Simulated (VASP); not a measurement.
# Mn (Cmce) in VASP: single point with r2SCAN

Aim: the single point of Mn with r2SCAN.

All numbers are computed with VASP 6.6.1; they aren't measurements. Logs are shortened: lines on timing, memory, paths and dates and some standing lists are left out, and cuts for length are marked.

## (1) The cell of the first run

The structure is orthorhombic, space group Cmce (No. 64). Conventional cell: a = 2.961 Å, b = 9.392 Å, c = 3.918 Å, α = 90.00°, β = 90.00°, γ = 90.00°. Mn (site symmetry m) has 3 Mn at 1.94 to 1.97 Å within 2.6 Å.

## (2) Single point, r2SCAN, collinear spin, ferromagnetic start

Contents of POSCAR:

```
Mn
1.0
    1.4803891249     -4.6960984326      0.0000000000
    1.4803891249      4.6960984326      0.0000000000
    0.0000000000      0.0000000000      3.9178878352
Mn
4
Direct
    0.0980000000      0.9020000000      0.9100000000
    0.5980000000      0.4020000000      0.5900000000
    0.9020000000      0.0980000000      0.0900000000
    0.4020000000      0.5980000000      0.4100000000
```

Contents of INCAR.step1:

```
SYSTEM = Mn
ALGO     = Normal         ! electronic algorithm
EDIFF    = 1E-4           ! SCF threshold, eV
ENCUT    = 520            ! plane-wave cutoff, eV
GGA      = PE             ! functional
ISMEAR   = 0              ! smearing method
ISPIN    = 2              ! spin polarisation
LASPH    = .TRUE.         ! aspherical terms in the spheres
LCHARG   = .FALSE.        ! write CHGCAR
LMAXMIX  = 4              ! l up to which the mixer works
LREAL    = .FALSE.        ! projectors in reciprocal space
LWAVE    = .TRUE.         ! write WAVECAR
MAGMOM   = 4 4 4 4        ! initial moments
NBANDS   = 38             ! bands
NELM     = 150            ! most SCF steps
PREC     = Accurate       ! precision mode
SIGMA    = 0.1            ! smearing width, eV
```

Contents of INCAR.step2:

```
SYSTEM = Mn
ALGO     = Normal         ! electronic algorithm
EDIFF    = 1E-6           ! SCF threshold, eV
ENCUT    = 520            ! plane-wave cutoff, eV
ISIF     = 2              ! what is computed and relaxed
ISMEAR   = 0              ! smearing method
ISPIN    = 2              ! spin polarisation
ISTART   = 1            
LASPH    = .TRUE.         ! aspherical terms in the spheres
LCHARG   = .FALSE.        ! write CHGCAR
LMAXMIX  = 4              ! l up to which the mixer works
LMIXTAU  = .TRUE.       
LORBIT   = 11             ! projections on sites
LREAL    = .FALSE.        ! projectors in reciprocal space
LWAVE    = .FALSE.        ! write WAVECAR
MAGMOM   = 4 4 4 4        ! initial moments
METAGGA  = R2SCAN         ! meta-GGA
NBANDS   = 38             ! bands
NELM     = 150            ! most SCF steps
PREC     = Accurate       ! precision mode
SIGMA    = 0.1            ! smearing width, eV
```

Contents of KPOINTS:

```
k-points
0
G
  6 6 6
  0 0 0
```

Potentials or basis: VASP PAW PBE potentials, release 64 (Mn_pv).

Launch:

```sh
cat potpaw_PBE.64/Mn_pv/POTCAR > POTCAR
cp INCAR.step1 INCAR
mpirun -np 1 vasp_std > vasp.out
cp INCAR.step2 INCAR
mpirun -np 1 vasp_std > vasp.out
```

OUTCAR:

```text
SYSTEM = Mn
   EDIFF = 1E-6
   ENCUT = 520
   ISIF = 2
   ISMEAR = 0
   ISPIN = 2
   ISTART = 1
   LASPH = .TRUE.
   LORBIT = 11
   LREAL = .FALSE.
   METAGGA = R2SCAN
   NELM = 150
   PREC = Accurate

 ion  position               nearest neighbor table
   1  0.098  0.902  0.910-   2 1.94   2 1.94   3 1.97   2 3.05   2 3.05   4 3.07   4 3.07   4 3.07
                             4 3.07
   2  0.598  0.402  0.590-   1 1.94   1 1.94   4 1.97   1 3.05   1 3.05   3 3.07   3 3.07   3 3.07
                             3 3.07
   3  0.902  0.098  0.090-   4 1.94   4 1.94   1 1.97   4 3.05   4 3.05   2 3.07   2 3.07   2 3.07
                             2 3.07
   4  0.402  0.598  0.410-   3 1.94   3 1.94   2 1.97   3 3.05   3 3.05   1 3.07   1 3.07   1 3.07
                             1 3.07

  LATTYP: Found a base centered orthorhombic cell.
 ALAT       =     2.9607782498
 B/A-ratio  =     3.1722054382
 C/A-ratio  =     1.3232628399

  Lattice vectors:

 A1 = (   1.4803891249,  -4.6960984326,   0.0000000000)
 A2 = (   1.4803891249,   4.6960984326,   0.0000000000)
 A3 = (   0.0000000000,   0.0000000000,   3.9178878352)

Analysis of symmetry for initial positions (statically):
=====================================================================
 Subroutine PRICEL returns:
 Original cell was already a primitive cell.

 Routine SETGRP: Setting up the symmetry group for a
 base centered orthorhombic supercell.

 Subroutine GETGRP returns: Found  8 space group operations
 (whereof  4 operations were pure point group operations)
 out of a pool of  8 trial point group operations.

The static configuration has the point symmetry C_2h.
 The point group associated with its full space group is D_2h.

Analysis of symmetry for dynamics (positions and initial velocities):
=====================================================================
 Subroutine PRICEL returns:
 Original cell was already a primitive cell.

 Routine SETGRP: Setting up the symmetry group for a
 base centered orthorhombic supercell.

 Subroutine GETGRP returns: Found  8 space group operations
 (whereof  4 operations were pure point group operations)
 out of a pool of  8 trial point group operations.

The dynamic configuration has the point symmetry C_2h.
 The point group associated with its full space group is D_2h.

Analysis of structural, dynamic, and magnetic symmetry:
=====================================================================
 Subroutine PRICEL returns:
 Original cell was already a primitive cell.

 Routine SETGRP: Setting up the symmetry group for a
 base centered orthorhombic supercell.

 Subroutine GETGRP returns: Found  8 space group operations
 (whereof  4 operations were pure point group operations)
 out of a pool of  8 trial point group operations.

The overall configuration has the point symmetry C_2h.
 The point group associated with its full space group is D_2h.

 Subroutine INISYM returns: Found  8 space group operations
 (whereof  4 operations are pure point group operations),
 and found     1 'primitive' translations

----------------------------------------------------------------------------------------

                                     Primitive cell

  volume of cell :      54.4747

  direct lattice vectors                    reciprocal lattice vectors
     1.480389125 -4.696098433  0.000000000     0.337749036 -0.106471363  0.000000000
     1.480389125  4.696098433  0.000000000     0.337749036  0.106471363  0.000000000
     0.000000000  0.000000000  3.917887835     0.000000000  0.000000000  0.255239568

  length of vectors
     4.923910280  4.923910280  3.917887835     0.354133538  0.354133538  0.255239568

  position of ions in fractional coordinates (direct lattice)
     0.098000000  0.902000000  0.910000000
     0.598000000  0.402000000  0.590000000
     0.902000000  0.098000000  0.090000000
     0.402000000  0.598000000  0.410000000

  ion indices of the primitive-cell ions
   primitive index   ion index
                 1           1
                 2           2
                 3           3
                 4           4

----------------------------------------------------------------------------------------

 KPOINTS: k-points

Automatic generation of k-mesh.
 Grid dimensions read from file:
 generate k-points for:    6    6    6

 Generating k-lattice:

  Cartesian coordinates                     Fractional coordinates (reciprocal lattice)
     0.056291506 -0.017745227  0.000000000     0.166666667 -0.000000000  0.000000000
     0.056291506  0.017745227  0.000000000    -0.000000000  0.166666667  0.000000000
     0.000000000  0.000000000  0.042539928     0.000000000  0.000000000  0.166666667

  Length of vectors
     0.059022256  0.059022256  0.042539928

  Shift w.r.t. Gamma in fractional coordinates (k-lattice)
     0.000000000  0.000000000  0.000000000

 Subroutine IBZKPT returns following result:
 ===========================================

 Found     52 irreducible k-points:

 Following reciprocal coordinates:
            Coordinates               Weight
  0.000000  0.000000  0.000000      1.000000
  0.166667  0.000000  0.000000      4.000000
  0.333333  0.000000  0.000000      4.000000
  0.500000  0.000000  0.000000      2.000000
  0.166667  0.166667  0.000000      2.000000
  0.333333  0.166667  0.000000      4.000000
[... 16 lines left out ...]
  0.333333  0.333333  0.166667      4.000000
  0.500000  0.333333  0.166667      8.000000
 [... further k-points ...]
   k-points           NKPTS =     52   k-points in BZ     NKDIM =     52   number of bands    NBANDS=     38
   number of dos      NEDOS =    301   number of ions     NIONS =      4
   total plane-waves  NPLWV =  48000
   dimension x,y,z NGX =    40 NGY =   40 NGZ =   30
   dimension x,y,z NGXF=    80 NGYF=   80 NGZF=   60
   ions per type =               4
   NGX,Y,Z   is equivalent  to a cutoff of  13.51, 13.51, 12.73 a.u.
   NGXF,Y,Z  is equivalent  to a cutoff of  27.01, 27.01, 25.46 a.u.
 SYSTEM =  Mn
   PREC   = accura    normal or accurate (medium, high low for compatibility)
   ISTART =      1    job   : 0-new  1-cont  2-samecut
   ICHARG =      0    charge: 1-file 2-atom 10-const
   ISPIN  =      2    spin polarized calculation?
   LNONCOLLINEAR =      F non collinear calculations
   LSORBIT =      F    spin-orbit coupling
   LASPH  =      T    aspherical Exc in radial PAW
   ENCUT  =  520.0 eV  38.22 Ry    6.18 a.u.   9.16  9.16  7.28*2*pi/ulx,y,z
   NELM   =    150;   NELMIN=  2; NELMDL=  0     # of ELM steps
   EDIFF  = 0.1E-05   stopping-criterion for ELM
   LREAL  =      F    real-space projection
   EDIFFG = 0.1E-04   stopping-criterion for IOM
   NSW    =      0    number of steps for IOM
   IBRION =     -1    ionic relax: 0-MD 1-quasi-New 2-CG
   NFREE  =      0    steps in history (QN), initial steepest desc. (CG)
   ISIF   =      2    stress and relaxation
   ISYM   =      2    0-nonsym 1-usesym 2-fastsym
   POTIM  = 0.5000    time-step for ionic-motion
   TEBEG  =    0.0;   TEEND  =   0.0 temperature during run
   PSTRESS=    0.0 pullay stress
   NELECT =      52.0000    total number of electrons
   NUPDOWN=      -1.0000    fix difference up-down
   EMIN   =  10.00;   EMAX   =-10.00  energy-range for DOS
   EFERMI =   0.00;   METHOD = LEGACY
   ISMEAR =     0;   SIGMA  =   0.10  broadening in eV -4-tet -1-fermi 0-gaus
   EFERMI_NEDOS =   21; number of points for ismear=-14 and -15
   IALGO  =     38    algorithm
   IMIX   =      4    mixing-type and parameters
     AMIX     =   0.40;   BMIX     =  1.00
     AMIX_MAG =   1.60;   BMIX_MAG =  1.00
  volume/ion in A,a.u.               =      13.62        91.90
  Fermi-wavevector in a.u.,A,eV,Ry     =   1.611923  3.046093 35.351954  2.598295
  Thomas-Fermi vector in A             =   2.707235
   LORBIT       =     11    0 simple, 1 ext, 2 COOP (PROOUT), +10 PAW based schemes
   METAGGA = R2SCAN    functional components
   LHFCALC =     F    Hartree Fock is set to
   AEXX    =    0.0000 exact exchange contribution
   IVDW    =     0    specifies the selected vdW correction
   LEPSILON=     F    determine dielectric tensor
   LRPA    =     F    only Hartree local field effects (RPA)
 spin polarized calculation
 Gauss-broadening in eV      SIGMA  =   0.10
  energy-cutoff  :      520.00
  volume of cell :       54.47
 maximum number of plane-waves:      1500
 NGX is ok and might be reduce to    40
   NGX = 19   NGY = 19   NGZ = 15

 number of electron      52.0000017 magnetization      -0.0001919

 Free energy of the ion-electron system (eV)
  ---------------------------------------------------
  ext. energy  EPLUGINS =         0.00000000
  ---------------------------------------------------
  free energy    TOTEN  =       -51.36857169 eV

  energy without entropy =      -51.34976096  energy(sigma->0) =      -51.35916633

 E-fermi :   7.6473     XC(G=0): -13.2910

 val. band max:        7.6357475236   @ k =   0.1667   0.1667   0.3333
 cond. band min:       7.6537333257   @ k =   0.3333   0.0000   0.0000
 fundamental gap:      0.0179858021
 Fermi energy:         7.6472644046

 spin component 1

 k-point     1 :       0.0000    0.0000    0.0000
  band No.  band energies     occupation
      1     -43.1529      1.00000
      2     -43.1249      1.00000
      3     -42.9391      1.00000
      4     -42.7355      1.00000
      5     -42.5615      1.00000
      6     -42.4559      1.00000
[... 30 lines left out ...]
     37      15.1079      0.00000
     38      19.9395      0.00000
[... 941 lines left out ...]
     37      15.8709      0.00000
     38      17.6126      0.00000

 [... further k-points ...]

 spin component 2

 k-point     1 :       0.0000    0.0000    0.0000
  band No.  band energies     occupation
      1     -43.1529      1.00000
      2     -43.1249      1.00000
      3     -42.9391      1.00000
      4     -42.7356      1.00000
      5     -42.5615      1.00000
      6     -42.4560      1.00000
[... 30 lines left out ...]
     37      15.1078      0.00000
     38      19.9394      0.00000
[... 941 lines left out ...]
     37      15.8708      0.00000
     38      17.6126      0.00000

 [... further k-points ...]

------------------------ aborting loop because EDIFF is reached ----------------------------------------

  FORCE on cell =-STRESS in cart. coord.  units (eV):
  Direction    XX          YY          ZZ          XY          YZ          ZX
  --------------------------------------------------------------------------------------
  -------------------------------------------------------------------------------------
  Total        9.2222944      5.9248000      8.7670213      0.0000000      0.0000000      0.0000000
  in kB      271.2404720    174.2565874    257.8502593      0.0000000      0.0000000      0.0000000
  external PRESSURE =     234.4491062 kB  Pullay stress =       0.0000000 kB

 VOLUME and BASIS-vectors are now :
 -----------------------------------------------------------------------------
  energy-cutoff  :      520.00
  volume of cell :       54.47
      direct lattice vectors                 reciprocal lattice vectors
     1.480389125 -4.696098433  0.000000000     0.337749036 -0.106471363  0.000000000
     1.480389125  4.696098433  0.000000000     0.337749036  0.106471363  0.000000000
     0.000000000  0.000000000  3.917887835     0.000000000  0.000000000  0.255239568

 POSITION                                       TOTAL-FORCE (eV/Angst)
 -----------------------------------------------------------------------------------
      1.48039      3.77566      3.56528         0.000000     -4.269975      3.733985
      1.48039     -0.92044      2.31155         0.000000     -4.269975     -3.733985
      1.48039     -3.77566      0.35261         0.000000      4.269975     -3.733985
      1.48039      0.92044      1.60633         0.000000      4.269975      3.733985
 -----------------------------------------------------------------------------------
    total drift:                                0.000000      0.000000      0.000000

  FREE ENERGIE OF THE ION-ELECTRON SYSTEM (eV)
  ---------------------------------------------------
  free  energy   TOTEN  =       -51.3685716873 eV

  energy  without entropy=      -51.3497609635  energy(sigma->0) =      -51.35916633

 total charge

# of ion       s       p       d       tot
------------------------------------------
    1        0.503   6.352   5.490  12.345
    2        0.503   6.352   5.490  12.345
    3        0.503   6.352   5.490  12.345
    4        0.503   6.352   5.490  12.345
--------------------------------------------------
tot          2.014  25.406  21.960  49.380

 magnetization (x)

# of ion       s       p       d       tot
------------------------------------------
    1       -0.000   0.000  -0.000  -0.000
    2       -0.000   0.000  -0.000  -0.000
    3       -0.000   0.000  -0.000  -0.000
    4       -0.000   0.000  -0.000  -0.000
--------------------------------------------------
tot         -0.000   0.000  -0.000  -0.000
```

Wall time 6.7 min (1 thread of Intel Xeon 6975P-C (Granite Rapids), shared host); peak memory 0.35 GiB.

Results:

- Free energy: -51.3686 eV
- Pressure: 23.4 GPa
- Largest force: 5.672 eV/Å
- Band gap on the k mesh: zero (filled and empty bands overlap)
- Net moment: 0.00 μB per cell
- Valence electrons inside the program's atomic spheres: Mn 12.35

Forces on the atoms (eV/Å):
```
Mn   0.000 -4.270  3.734
Mn   0.000 -4.270 -3.734
Mn   0.000  4.270 -3.734
Mn   0.000  4.270  3.734
```

Levels at points of the mesh, in eV from the Fermi level:
Spin up:
```csv
k point,band 23,band 24,band 25,band 26,band 27,band 28,band 29,band 30
"(0.00, 0.00, 0.00)",-0.80,-0.56,-0.03,0.05,0.15,0.41,0.73,1.91
"(0.50, 0.00, 0.00)",-1.06,-1.06,-0.40,-0.40,0.09,0.09,1.58,1.58
"(0.50, 0.50, 0.00)",-1.10,-1.10,-0.39,-0.38,0.04,1.20,1.81,2.02
"(0.00, 0.00, 0.50)",-2.23,-2.23,-1.18,-1.18,1.20,1.20,1.38,1.38
"(0.50, 0.00, 0.50)",-1.03,-1.03,-0.37,-0.37,0.07,0.07,1.24,1.24
"(0.50, 0.50, 0.50)",-2.27,-2.27,-0.76,-0.76,1.02,1.02,1.60,1.60
```
Spin down:
```csv
k point,band 22,band 23,band 24,band 25,band 26,band 27,band 28,band 29,band 30,band 31
"(0.00, 0.00, 0.00)",-1.70,-0.80,-0.56,-0.03,0.05,0.15,0.41,0.73,1.91,2.06
"(0.50, 0.00, 0.00)",-1.64,-1.06,-1.06,-0.40,-0.40,0.09,0.09,1.58,1.58,2.02
"(0.50, 0.50, 0.00)",-1.75,-1.10,-1.10,-0.39,-0.38,0.04,1.20,1.81,2.02,2.14
"(0.00, 0.00, 0.50)",-2.57,-2.23,-2.23,-1.18,-1.18,1.20,1.20,1.38,1.38,2.19
"(0.50, 0.00, 0.50)",-1.21,-1.03,-1.03,-0.37,-0.37,0.07,0.07,1.24,1.24,1.96
"(0.50, 0.50, 0.50)",-2.63,-2.27,-2.27,-0.76,-0.76,1.02,1.02,1.60,1.60,2.07
```

Caveat: the k points lie up to 0.37 Å⁻¹ apart, too coarse for converged energies and pressures of a metal; atoms lie so close that the PAW spheres overlap strongly, which falsifies energies and pressures; the PAW data sets were made with another functional, which shifts forces and pressure a little.
